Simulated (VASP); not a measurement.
Here is a VASP 6.6.1 calculation.

INCAR

```
SYSTEM = SnTe
PREC = Accurate ; ENCUT = 600
EDIFF = 1E-7 ; ISMEAR = 0
SIGMA = 0.1 ; LREAL = .False.
LASPH = .True. ; NELM = 80
ALGO = Normal ; ISIF = 3
LWAVE = .False. ; LCHARG = .False.
GGA = PE ; IBRION = 2
NSW = 90 ; EDIFFG = -0.04
```

KPOINTS

```
regular mesh
0
Gamma
  6 6 4
  0 0 0
```

The input POSCAR:

```
SnTe
1.0
    3.2287865094      0.0000000000      0.0000000000
   -1.6143932547      2.7962111405      0.0000000000
    0.0000000000      0.0000000000      6.8828063315
Sn Te
1 1
Direct
    0.0000000000      0.0000000000      0.5000000000
    0.0000000000      0.0000000000      0.0000000000
```

Potentials or basis: VASP PAW PBE potentials, release 64 (Sn_d, Te).

The run is started by

```console
$ cat potpaw_PBE.64/Sn_d/POTCAR potpaw_PBE.64/Te/POTCAR > POTCAR
$ mpirun -np 1 vasp_std > vasp.out
```

(1) Predict the relaxed cell.

(2) Estimate the space group after relaxing (to 0.1 Å).

(3) Estimate the relaxed volume.

(4) What does it give for the band gap on the k mesh?

## Answers

(1) a = 3.286 Å, b = 3.286 Å, c = 6.487 Å, α = 90.00°, β = 90.00°, γ = 120.00°.

(2) P6/mmm (No. 191).

(3) 30.34 Å³/atom.

(4) zero (bands 10 and 11 overlap by 4.61 eV).

Caveat: the k points lie up to 0.37 Å⁻¹ apart in the final cell, too coarse for converged energies and pressures of a metal; spin-orbit coupling is left out, which moves the levels of the heavy elements.
